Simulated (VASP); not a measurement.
SiNi, 4 atoms in the cell. It takes space group Pmmn (No. 59, orthorhombic). Conventional cell: a = 2.995 Å, b = 3.235 Å, c = 4.602 Å, α = 90.00°, β = 90.00°, γ = 90.00°. Si (site symmetry mm2) has 6 Ni at 2.29 to 2.37 Å and 6 Si at 2.63 to 2.99 Å within 3.0 Å. Within 3.0 Å of Ni (site symmetry mm2) lie 6 Si at 2.29 to 2.37 Å and 6 Ni at 2.63 to 2.99 Å.  This cell differs from its parent crystal: strain along c alone, the other axes held: -1.5 %, then relaxed in part.

| Item | Value |
| --- | --- |
| Program | VASP 6.6.1 |
| Task | single point |
| Functional | PBEsol |
| Potentials or basis | VASP PAW PBE potentials, release 64 (Si, Ni) |
| Cutoff | 520 eV |
| k mesh | 18 × 16 × 12 |
| Occupations | gaussian, width 0.1 eV |
| Spin | no spin polarisation |
| Dipole correction | no |
| Further INCAR settings | ALGO = Fast; EDIFF = 1e-07; NBANDS = 22 |

Potentials or basis: VASP PAW PBE potentials, release 64 (Si, Ni).

The run is started by

```bash
$ cat potpaw_PBE.64/Si/POTCAR potpaw_PBE.64/Ni/POTCAR > POTCAR
$ mpirun -np 1 vasp_std > vasp.out
```

Hardware: 1 thread of Oxide Virtual Turin-like Processor, with other jobs on the host.

Question: How long does it take, and how much memory?

Answer: Wall time 12 min on 1 thread of Oxide Virtual Turin-like Processor, with other jobs on the host, peak memory 0.55 GiB. Counts: scf iterations 19, k points 630.
